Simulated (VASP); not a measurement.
# Cu (I4/mmm) in VASP: further runs, part 2 of 3

VASP 6.6.1. Earlier steps stand in the parts before.

## Step 3: Single point, PBEsol (strain +0.025 along x and y, +0.025 along z)

Input file INCAR:

```
SYSTEM = Cu
ALGO = Fast ; EDIFF = 1E-6
ENCUT = 520 ; GGA = PS
ISIF = 2 ; ISMEAR = 0
LASPH = .True. ; LCHARG = .False.
LREAL = .False. ; LWAVE = .False.
NBANDS = 12 ; NELM = 100
PREC = Accurate ; SIGMA = 0.15
```

Input file KPOINTS:

```
k-points
0
Gamma
  24 24 24
  0 0 0
```

Input file POSCAR:

```
Cu
1.0
   -1.4788631530      1.4788631530      1.4104834862
    1.4788631530     -1.4788631530      1.4104834862
    1.4788631530      1.4788631530     -1.4104834862
Cu
1
Direct
    0.0000000000      0.0000000000      0.0000000000
```

Potentials or basis: VASP PAW PBE potentials, release 64 (Cu).

On the command line:

```sh
> cat potpaw_PBE.64/Cu/POTCAR > POTCAR
> mpirun -np 1 vasp_std > vasp.out
```

OUTCAR:

```text
SYSTEM = Cu
   EDIFF = 1E-6
   ENCUT = 520
   GGA = PS
   ISIF = 2
   ISMEAR = 0
   LASPH = .True.
   LREAL = .False.
   NELM = 100
   PREC = Accurate

 ion  position               nearest neighbor table
   1  0.000  0.000  0.000-

  LATTYP: Found a body centered tetragonal cell.
 ALAT       =     2.9577263060
 C/A-ratio  =     0.9537620052

  Lattice vectors:

 A1 = (  -1.4788631530,   1.4788631530,   1.4104834862)
 A2 = (   1.4788631530,  -1.4788631530,   1.4104834862)
 A3 = (   1.4788631530,   1.4788631530,  -1.4104834862)

Analysis of symmetry for initial positions (statically):
=====================================================================
 Subroutine PRICEL returns:
 Original cell was already a primitive cell.

 Routine SETGRP: Setting up the symmetry group for a
 body centered tetragonal supercell.

 Subroutine GETGRP returns: Found 16 space group operations
 (whereof 16 operations were pure point group operations)
 out of a pool of 16 trial point group operations.

The static configuration has the point symmetry D_4h.

Analysis of symmetry for dynamics (positions and initial velocities):
=====================================================================
 Subroutine PRICEL returns:
 Original cell was already a primitive cell.

 Routine SETGRP: Setting up the symmetry group for a
 body centered tetragonal supercell.

 Subroutine GETGRP returns: Found 16 space group operations
 (whereof 16 operations were pure point group operations)
 out of a pool of 16 trial point group operations.

The dynamic configuration has the point symmetry D_4h.

 Subroutine INISYM returns: Found 16 space group operations
 (whereof 16 operations are pure point group operations),
 and found     1 'primitive' translations

----------------------------------------------------------------------------------------

                                     Primitive cell

  volume of cell :      12.3391
[... 113 lines left out ...]
   LHFCALC =     F    Hartree Fock is set to
   AEXX    =    0.0000 exact exchange contribution
   IVDW    =     0    specifies the selected vdW correction
   LEPSILON=     F    determine dielectric tensor
   LRPA    =     F    only Hartree local field effects (RPA)
 non-spin polarized calculation
 RMM-DIIS sequential band-by-band and
 Gauss-broadening in eV      SIGMA  =   0.15
  energy-cutoff  :      520.00
  volume of cell :       12.34
 maximum number of plane-waves:       346
   NGX =  9   NGY =  9   NGZ =  9

 number of electron      11.0000004 magnetization

 Free energy of the ion-electron system (eV)
  ---------------------------------------------------
  ext. energy  EPLUGINS =         0.00000000
  ---------------------------------------------------
  free energy    TOTEN  =        -4.23959497 eV

  energy without entropy =       -4.23495279  energy(sigma->0) =       -4.23727388

 E-fermi :   6.8617     XC(G=0): -12.6553

 val. band max:        6.8548596346   @ k =   0.2083   0.1667   0.1250
 cond. band min:       6.8650607418   @ k =  -0.2500  -0.3333   0.2500
 fundamental gap:      0.0102011073
 Fermi energy:         6.8617112338

 k-point     1 :       0.0000    0.0000    0.0000
  band No.  band energies     occupation
      1      -2.1814      2.00000
      2       3.7919      2.00000
      3       3.9678      2.00000
      4       3.9678      2.00000
      5       4.7586      2.00000
      6       4.9448      2.00000
      7      30.9824      0.00000
      8      30.9824      0.00000
      9      32.2147      0.00000
     10      34.1062      0.00000
     11      34.1065      0.00000
     12      34.6658      0.00000
[... 331 lines left out ...]
 k-point    24 :       0.4583    0.0417    0.0000
  band No.  band energies     occupation
      1       2.1138      2.00000
      2       3.1789      2.00000
      3       4.8100      2.00000
      4       4.9953      2.00000
      5       5.4142      2.00000
      6       6.6111      1.98188
      7      11.2869      0.00000
      8      22.8121      0.00000
      9      23.4968      0.00000
     10      27.7826      0.00000
     11      30.4261      0.00000
     12      39.2179      0.00000

 [... further k-points ...]

------------------------ aborting loop because EDIFF is reached ----------------------------------------

  FORCE on cell =-STRESS in cart. coord.  units (eV):
  Direction    XX          YY          ZZ          XY          YZ          ZX
  --------------------------------------------------------------------------------------
  -------------------------------------------------------------------------------------
  Total       -0.7944513     -0.7944513     -0.8209617      0.0000000      0.0000000      0.0000000
  in kB     -103.1558596   -103.1558596   -106.5981059      0.0000000      0.0000000      0.0000000
  external PRESSURE =    -104.3032750 kB  Pullay stress =       0.0000000 kB

 VOLUME and BASIS-vectors are now :
 -----------------------------------------------------------------------------
  energy-cutoff  :      520.00
  volume of cell :       12.34
      direct lattice vectors                 reciprocal lattice vectors
    -1.478863153  1.478863153  1.410483486     0.000000000  0.338097544  0.354488376
     1.478863153 -1.478863153  1.410483486     0.338097544  0.000000000  0.354488376
     1.478863153  1.478863153 -1.410483486     0.338097544  0.338097544  0.000000000

 POSITION                                       TOTAL-FORCE (eV/Angst)
 -----------------------------------------------------------------------------------
      0.00000      0.00000      0.00000         0.000000      0.000000      0.000000
 -----------------------------------------------------------------------------------
    total drift:                                0.000000     -0.000000      0.000000

  FREE ENERGIE OF THE ION-ELECTRON SYSTEM (eV)
  ---------------------------------------------------
  free  energy   TOTEN  =        -4.2395949741 eV

  energy  without entropy=       -4.2349527892  energy(sigma->0) =       -4.23727388
```

stdout:

```text
POSCAR found type information on POSCAR Cu
 POSCAR found :  1 types and       1 ions
 scaLAPACK will be used
 -----------------------------------------------------------------------------
|                                                                             |
|                                                                             |
|     You enforced a specific xc type in the INCAR file but a different       |
|     I HOPE YOU KNOW WHAT YOU ARE DOING!                                     |
|                                                                             |
 -----------------------------------------------------------------------------

 LDA part: xc-table for (Slater+PW92), standard interpolation
 POSCAR, INCAR and KPOINTS ok, starting setup
 FFT: planning ... GRIDC
 FFT: planning ... GRID_SOFT
 FFT: planning ... GRID
 WAVECAR not read
 entering main loop
WARNING in EDDRMM: call to ZHEGV failed, returncode =   6  3      9
WARNING in EDDRMM: call to ZHEGV failed, returncode =   6  3      9
WARNING in EDDRMM: call to ZHEGV failed, returncode =   6  3     10
WARNING in EDDRMM: call to ZHEGV failed, returncode =   6  3      9
WARNING in EDDRMM: call to ZHEGV failed, returncode =   8  4     12
WARNING in EDDRMM: call to ZHEGV failed, returncode =   6  3      9
WARNING in EDDRMM: call to ZHEGV failed, returncode =   6  3     11
```

Wall time 2.2 min (1 thread of Intel Xeon 8259CL, shared host); peak memory 0.26 GiB.

Results:

```
Free energy            : -4.2396 eV
Pressure               : -10.4 GPa
Band gap on the k mesh : zero (an odd number of electrons rules out a gap without spin polarisation)
```

Stress tensor (GPa, compression positive):
```
-10.32   0.00   0.00
  0.00 -10.32   0.00
  0.00   0.00 -10.66
```

Levels at points of the mesh, in eV from the Fermi level:
```
           k point  band 2  band 3  band 4  band 5  band 6  band 7  band 8  band 9  band 10  band 11
(0.00, 0.00, 0.00)   -3.07   -2.89   -2.89   -2.10   -1.92   24.12   24.12   25.35    27.24    27.24
(0.50, 0.00, 0.00)   -3.69   -2.03   -1.83   -1.32   -0.38    4.28   16.55   16.73    20.45    23.15
(0.50, 0.50, 0.00)   -3.47   -2.17   -1.95   -1.34   -0.72    3.78   17.88   17.96    21.57    24.23
(0.50, 0.50, 0.50)   -4.36   -1.50   -1.50   -1.45    7.41    7.41    9.15   12.82    13.31    15.54
```

Caveat: the cell differs from its parent crystal (strain +0.025 along x and y, +0.025 along z); the cell stands under tension; the PAW data sets were made with another functional, which shifts forces and pressure a little.

## Step 4: Single point, PBEsol (strain +0.025 along x and y, +0.050 along z)

Input file INCAR:

```
PREC = Accurate ; ENCUT = 520
EDIFF = 1E-7 ; ISMEAR = 0
SIGMA = 0.15 ; LREAL = False
LASPH = True ; NELM = 80
ALGO = Fast ; ISIF = 2
LWAVE = False ; LCHARG = True
GGA = PS ; LELF = True
LVHAR = True ; NBANDS = 12
```

Input file KPOINTS:

```
Automatic mesh
0
Gamma
  24 24 24
```

Input file POSCAR:

```
Cu
1.0
   -1.4788631530      1.4788631530      1.4448855225
    1.4788631530     -1.4788631530      1.4448855225
    1.4788631530      1.4788631530     -1.4448855225
Cu
1
Direct
    0.0000000000      0.0000000000      0.0000000000
```

On the command line:

```sh
> cat potpaw_PBE.64/Cu/POTCAR > POTCAR
> mpirun -np 1 vasp_std > vasp.out
```

Wall time 2.6 min (1 thread of Intel Xeon 8259CL, shared host); peak memory 0.27 GiB.

Results (log left out):

```
Free energy            : -4.2174 eV
Pressure               : -12.9 GPa
Band gap on the k mesh : zero (an odd number of electrons rules out a gap without spin polarisation)
```

Stress tensor (GPa, compression positive):
```
-12.82   0.00   0.00
  0.00 -12.82   0.00
  0.00   0.00 -13.05
```

Levels at points of the mesh, in eV from the Fermi level:
```tsv
k point	band 2	band 3	band 4	band 5	band 6	band 7	band 8	band 9	band 10	band 11
(0.00, 0.00, 0.00)	-2.94	-2.85	-2.85	-2.00	-1.92	24.19	24.19	24.74	26.74	26.74
(0.50, 0.00, 0.00)	-3.56	-1.98	-1.84	-1.30	-0.38	4.07	16.47	16.73	20.35	22.93
(0.50, 0.50, 0.00)	-3.45	-2.06	-1.89	-1.31	-0.55	3.83	17.11	17.32	20.88	23.46
(0.50, 0.50, 0.50)	-4.23	-1.47	-1.47	-1.44	7.60	7.60	8.43	12.88	13.20	14.81
```

Caveat: the cell differs from its parent crystal (strain +0.025 along x and y, +0.050 along z); the cell stands under tension; the PAW data sets were made with another functional, which shifts forces and pressure a little.

## Step 5: Single point, PBEsol (strain +0.050 along x and y, +0.050 along z)

Input file INCAR:

```
ALGO     = Fast           # electronic algorithm
EDIFF    = 1E-6           # SCF threshold, eV
ENCUT    = 520            # plane-wave cutoff, eV
GGA      = PS             # functional
ISIF     = 2              # what is computed and relaxed
ISMEAR   = 0              # smearing method
LASPH    = T              # aspherical terms in the spheres
LCHARG   = F              # write CHGCAR
LREAL    = F              # projectors in reciprocal space
LWAVE    = F              # write WAVECAR
NBANDS   = 12             # bands
NELM     = 100            # most SCF steps
PREC     = Accurate       # precision mode
SIGMA    = 0.15           # smearing width, eV
```

Input file KPOINTS:

```
k-points
0
Gamma
  24 24 24
```

Input file POSCAR:

```
Cu
1.0
   -1.5149329860      1.5149329860      1.4448855225
    1.5149329860     -1.5149329860      1.4448855225
    1.5149329860      1.5149329860     -1.4448855225
Cu
1
Direct
    0.0000000000      0.0000000000      0.0000000000
```

On the command line:

```sh
> cat potpaw_PBE.64/Cu/POTCAR > POTCAR
> mpirun -np 1 vasp_std > vasp.out
```

Wall time 2.2 min (1 thread of Intel Xeon 8259CL, shared host); peak memory 0.27 GiB.

It converged, with:

| Quantity | Value |
| --- | --- |
| Free energy | -4.1602 eV |
| Pressure | -16.7 GPa |
| Band gap on the k mesh | zero (an odd number of electrons rules out a gap without spin polarisation) |

Stress tensor (GPa, compression positive):
```
-16.57   0.00   0.00
  0.00 -16.57   0.00
  0.00   0.00 -17.06
```

Levels at points of the mesh, in eV from the Fermi level:
```csv
k point,band 2,band 3,band 4,band 5,band 6,band 7,band 8,band 9,band 10,band 11
"(0.00, 0.00, 0.00)",-2.85,-2.69,-2.69,-1.98,-1.81,23.37,23.37,24.62,25.75,25.76
"(0.50, 0.00, 0.00)",-3.40,-1.91,-1.74,-1.28,-0.21,3.92,15.73,16.14,19.62,21.98
"(0.50, 0.50, 0.00)",-3.21,-2.04,-1.84,-1.30,-0.53,3.44,16.98,17.35,20.70,23.04
"(0.50, 0.50, 0.50)",-3.99,-1.44,-1.44,-1.40,7.13,7.13,8.79,12.33,12.63,14.47
```

Caveat: the cell differs from its parent crystal (strain +0.050 along x and y, +0.050 along z); the cell stands under tension; the PAW data sets were made with another functional, which shifts forces and pressure a little.

(Continued in part 3 of 3.)
